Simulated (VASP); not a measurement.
# TiB (Fm-3m) in VASP: notebook

TiB is run at these levels: PBEsol; tasks: single point.

Everything below comes from runs of VASP 6.6.1. Logs are shortened: lines on timing, memory, paths and dates and some standing lists are left out, and cuts for length are marked.

### 1 The cell of the first run

It takes space group Fm-3m (No. 225, cubic). The conventional cell has a = 4.467 Å, b = 4.467 Å, c = 4.467 Å, α = 90.00°, β = 90.00°, γ = 90.00°. Within 3.0 Å of Ti (site symmetry m-3m) lie 6 B at 2.23 Å. Within 3.0 Å of B (site symmetry m-3m) lie 6 Ti at 2.23 Å.

### 2 Single point, PBEsol

The input, INCAR:

```
PREC     = Accurate       # precision mode
ENCUT    = 500            # plane-wave cutoff, eV
EDIFF    = 1E-6           # SCF threshold, eV
ISMEAR   = -1             # smearing method
SIGMA    = 0.05           # smearing width, eV
LREAL    = F              # projectors in reciprocal space
LASPH    = T              # aspherical terms in the spheres
NELM     = 120            # most SCF steps
ALGO     = Normal         # electronic algorithm
ISIF     = 2              # what is computed and relaxed
LWAVE    = F              # write WAVECAR
LCHARG   = T              # write CHGCAR
GGA      = PS             # functional
LELF     = T              # ELF
LVHAR    = T            
NBANDS   = 14             # bands
GGA_COMPAT= F
```

The input, KPOINTS:

```
regular mesh
0
Gamma
  10 10 10
```

The input, POSCAR:

```
TiB
1.0
    0.0000000000      2.2335441178      2.2335441178
    2.2335441178      0.0000000000      2.2335441178
    2.2335441178      2.2335441178      0.0000000000
Ti B
1 1
Direct
    0.0000000000      0.0000000000      0.0000000000
    0.5000000000      0.5000000000      0.5000000000
```

Potentials or basis: VASP PAW PBE potentials, release 64 (Ti_sv, B).

Launch:

```
$ cat potpaw_PBE.64/Ti_sv/POTCAR potpaw_PBE.64/B/POTCAR > POTCAR
$ mpirun -np 1 vasp_std > vasp.out
```

OUTCAR:

```text
PREC = Accurate
   ENCUT = 500
   EDIFF = 1E-6
   ISMEAR = -1
   LREAL = F
   LASPH = T
   NELM = 120
   ISIF = 2
   GGA = PS

 ion  position               nearest neighbor table
   1  0.000  0.000  0.000-   2 2.23   2 2.23   2 2.23   2 2.23   2 2.23   2 2.23
   2  0.500  0.500  0.500-   1 2.23   1 2.23   1 2.23   1 2.23   1 2.23   1 2.23

  LATTYP: Found a face centered cubic cell.
 ALAT       =     4.4670882356

  Lattice vectors:

 A1 = (   0.0000000000,   2.2335441178,   2.2335441178)
 A2 = (   2.2335441178,   0.0000000000,   2.2335441178)
 A3 = (   2.2335441178,   2.2335441178,   0.0000000000)

Analysis of symmetry for initial positions (statically):
=====================================================================
 Subroutine PRICEL returns:
 Original cell was already a primitive cell.

 Routine SETGRP: Setting up the symmetry group for a
 face centered cubic supercell.

 Subroutine GETGRP returns: Found 48 space group operations
 (whereof 48 operations were pure point group operations)
 out of a pool of 48 trial point group operations.

The static configuration has the point symmetry O_h .

Analysis of symmetry for dynamics (positions and initial velocities):
=====================================================================
 Subroutine PRICEL returns:
 Original cell was already a primitive cell.

 Routine SETGRP: Setting up the symmetry group for a
 face centered cubic supercell.

 Subroutine GETGRP returns: Found 48 space group operations
 (whereof 48 operations were pure point group operations)
 out of a pool of 48 trial point group operations.

The dynamic configuration has the point symmetry O_h .

 Subroutine INISYM returns: Found 48 space group operations
 (whereof 48 operations are pure point group operations),
 and found     1 'primitive' translations

----------------------------------------------------------------------------------------

                                     Primitive cell

  volume of cell :      22.2850

  direct lattice vectors                    reciprocal lattice vectors
     0.000000000  2.233544118  2.233544118    -0.223859469  0.223859469  0.223859469
     2.233544118  0.000000000  2.233544118     0.223859469 -0.223859469  0.223859469
     2.233544118  2.233544118  0.000000000     0.223859469  0.223859469 -0.223859469

  length of vectors
     3.158708384  3.158708384  3.158708384     0.387735974  0.387735974  0.387735974

  position of ions in fractional coordinates (direct lattice)
     0.000000000  0.000000000  0.000000000
     0.500000000  0.500000000  0.500000000

  ion indices of the primitive-cell ions
   primitive index   ion index
                 1           1
[... 85 lines left out ...]
   NUPDOWN=      -1.0000    fix difference up-down
   EMIN   =  10.00;   EMAX   =-10.00  energy-range for DOS
   EFERMI =   0.00;   METHOD = LEGACY
   ISMEAR =    -1;   SIGMA  =   0.05  broadening in eV -4-tet -1-fermi 0-gaus
   EFERMI_NEDOS =   21; number of points for ismear=-14 and -15
   IALGO  =     38    algorithm
   IMIX   =      4    mixing-type and parameters
     AMIX     =   0.40;   BMIX     =  1.00
     AMIX_MAG =   1.60;   BMIX_MAG =  1.00
  volume/ion in A,a.u.               =      11.14        75.19
  Fermi-wavevector in a.u.,A,eV,Ry     =   1.434721  2.711229 28.006554  2.058424
  Thomas-Fermi vector in A             =   2.554098
   LORBIT       =      0    0 simple, 1 ext, 2 COOP (PROOUT), +10 PAW based schemes
   GGA     = PS    functional components
   LHFCALC =     F    Hartree Fock is set to
   AEXX    =    0.0000 exact exchange contribution
   IVDW    =     0    specifies the selected vdW correction
   LEPSILON=     F    determine dielectric tensor
   LRPA    =     F    only Hartree local field effects (RPA)
 non-spin polarized calculation
  energy-cutoff  :      500.00
  volume of cell :       22.29
 maximum number of plane-waves:       588
   NGX = 11   NGY = 11   NGZ = 11

 number of electron      15.0000004 magnetization

 Free energy of the ion-electron system (eV)
  ---------------------------------------------------
  ext. energy  EPLUGINS =         0.00000000
  ---------------------------------------------------
  free energy    TOTEN  =       -16.05620403 eV

  energy without entropy =      -16.04157134  energy(sigma->0) =      -16.04888768

 E-fermi :   7.4745     XC(G=0): -12.2519

 val. band max:        7.4533811618   @ k =  -0.2000   0.1000   0.0000
 cond. band min:       7.5301904784   @ k =  -0.4000   0.4000   0.1000
 fundamental gap:      0.0768093166
 Fermi energy:         7.4745373796

 k-point     1 :       0.0000    0.0000    0.0000
  band No.  band energies     occupation
      1     -47.9237      2.00000
      2     -24.1307      2.00000
      3     -24.1307      2.00000
      4     -24.1307      2.00000
      5      -1.6041      2.00000
      6       8.9495      0.00000
      7       8.9495      0.00000
      8       8.9495      0.00000
      9       9.8948      0.00000
     10       9.8948      0.00000
     11      12.1410      0.00000
     12      12.1410      0.00000
     13      12.1410      0.00000
     14      21.3583      0.00000
[... 377 lines left out ...]
      1     -47.8694      2.00000
      2     -24.4025      2.00000
      3     -24.2412      2.00000
      4     -24.2300      2.00000
      5       1.2358      2.00000
      6       5.3180      2.00000
      7       6.8752      1.99999
      8       8.5647      0.00000
      9       9.3374      0.00000
     10      10.9897      0.00000
     11      12.4195      0.00000
     12      12.8351      0.00000
     13      15.8804      0.00000
     14      20.8055      0.00000

 [... further k-points ...]

------------------------ aborting loop because EDIFF is reached ----------------------------------------

  FORCE on cell =-STRESS in cart. coord.  units (eV):
  Direction    XX          YY          ZZ          XY          YZ          ZX
  --------------------------------------------------------------------------------------
  -------------------------------------------------------------------------------------
  Total        0.4068887      0.4068887      0.4068887      0.0000000      0.0000000      0.0000000
  in kB       29.2531503     29.2531503     29.2531503      0.0000000      0.0000000      0.0000000
  external PRESSURE =      29.2531503 kB  Pullay stress =       0.0000000 kB

 VOLUME and BASIS-vectors are now :
 -----------------------------------------------------------------------------
  energy-cutoff  :      500.00
  volume of cell :       22.29
      direct lattice vectors                 reciprocal lattice vectors
     0.000000000  2.233544118  2.233544118    -0.223859469  0.223859469  0.223859469
     2.233544118  0.000000000  2.233544118     0.223859469 -0.223859469  0.223859469
     2.233544118  2.233544118  0.000000000     0.223859469  0.223859469 -0.223859469

 POSITION                                       TOTAL-FORCE (eV/Angst)
 -----------------------------------------------------------------------------------
      0.00000      0.00000      0.00000         0.000000      0.000000     -0.000000
      2.23354      2.23354      2.23354        -0.000000     -0.000000      0.000000
 -----------------------------------------------------------------------------------
    total drift:                                0.000000     -0.000000     -0.000000

  FREE ENERGIE OF THE ION-ELECTRON SYSTEM (eV)
  ---------------------------------------------------
  free  energy   TOTEN  =       -16.0562040275 eV

  energy  without entropy=      -16.0415713423  energy(sigma->0) =      -16.04888768
```

OSZICAR:

```text
N       E                     dE             d eps       ncg     rms          rms(c)
DAV:   1     0.105030399868E+03    0.10503E+03   -0.72624E+03  1316   0.115E+03
DAV:   2    -0.138318129976E+02   -0.11886E+03   -0.11409E+03  1412   0.321E+02
DAV:   3    -0.193563180099E+02   -0.55245E+01   -0.54023E+01  1806   0.693E+01
DAV:   4    -0.195490507208E+02   -0.19273E+00   -0.19254E+00  1570   0.105E+01
DAV:   5    -0.195529253965E+02   -0.38747E-02   -0.38741E-02  1792   0.143E+00    0.156E+01
DAV:   6    -0.160872326114E+02    0.34657E+01   -0.70414E+00  1708   0.438E+01    0.331E+00
DAV:   7    -0.160526815973E+02    0.34551E-01   -0.65614E-01  1448   0.106E+01    0.285E+00
DAV:   8    -0.160566536428E+02   -0.39720E-02   -0.56198E-02  1858   0.265E+00    0.527E-01
DAV:   9    -0.160566438284E+02    0.98144E-05   -0.90590E-03  1576   0.134E+00    0.314E-01
DAV:  10    -0.160562937620E+02    0.35007E-03   -0.75880E-04  1554   0.276E-01    0.121E-01
DAV:  11    -0.160562061812E+02    0.87581E-04   -0.11088E-04  1560   0.162E-01    0.152E-02
DAV:  12    -0.160562042520E+02    0.19292E-05   -0.12810E-05  1484   0.481E-02    0.410E-03
DAV:  13    -0.160562040275E+02    0.22446E-06   -0.90767E-07  1024   0.106E-02
   1 F= -.16056204E+02 E0= -.16048888E+02  d E =-.146327E-01
```

stdout:

```text
POSCAR found type information on POSCAR TiB
 POSCAR found :  2 types and       2 ions
 scaLAPACK will be used
 -----------------------------------------------------------------------------
|                                                                             |
|                                                                             |
|     You enforced a specific xc type in the INCAR file but a different       |
|     I HOPE YOU KNOW WHAT YOU ARE DOING!                                     |
|                                                                             |
 -----------------------------------------------------------------------------

 LDA part: xc-table for (Slater+PW92), standard interpolation
 POSCAR, INCAR and KPOINTS ok, starting setup
 FFT: planning ... GRIDC
 FFT: planning ... GRID_SOFT
 FFT: planning ... GRID
 WAVECAR not read
 entering main loop
```

It took 31 s on 1 thread of Intel Xeon 8259CL, shared host; peak memory 0.14 GiB.

What came out:

```yaml
Free_energy: -16.0562 eV
Pressure: 2.9 GPa
Band_gap_on_the_k_mesh: zero (an odd number of electrons rules out a gap without spin polarisation)
```

Caveat: the PAW data sets were made with another functional, which shifts forces and pressure a little.

(Part 1 of 2 ends here.)
